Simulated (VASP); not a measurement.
A run of VASP 6.6.1:

INCAR

```
ALGO     = Normal         # electronic algorithm
EDIFF    = 1E-6           # SCF threshold, eV
ENCUT    = 600            # plane-wave cutoff, eV
GGA      = PE             # functional
GGA_COMPAT= False        
ISIF     = 2              # what is computed and relaxed
ISMEAR   = -5             # smearing method
LASPH    = True           # aspherical terms in the spheres
LCHARG   = False          # write CHGCAR
LREAL    = False          # projectors in reciprocal space
LWAVE    = False          # write WAVECAR
NBANDS   = 20             # bands
NELM     = 120            # most SCF steps
PREC     = Accurate       # precision mode
SIGMA    = 0.1            # smearing width, eV
```

KPOINTS

```
k-points
0
Gamma
  6 6 4
```

The input POSCAR:

```
Ta2N
1.0
    3.1128615060      0.0000000000      0.0000000000
   -1.5564307530      2.6958171426      0.0000000000
    0.0000000000      0.0000000000      4.8698410000
Ta N
2 1
Direct
    0.6666666667      0.3333333333      0.7452890000
    0.3333333333      0.6666666667      0.2547110000
    0.0000000000      0.0000000000      0.0000000000
```

Potentials or basis: VASP PAW PBE potentials, release 64 (Ta_pv, N).

The run is started by

```console
$ cat potpaw_PBE.64/Ta_pv/POTCAR potpaw_PBE.64/N/POTCAR > POTCAR
$ mpirun -np 1 vasp_std > vasp.out
```

Hardware: 1 thread of AMD EPYC 7R43 64-Core Processor (Zen 3), with other jobs on the host.

Q: Estimate the wall time of this run.

A: Run time: 46 s on 1 thread of AMD EPYC 7R43 64-Core Processor (Zen 3), on a shared host, peak memory 0.16 GiB. Counts: scf iterations 14, k points 24.
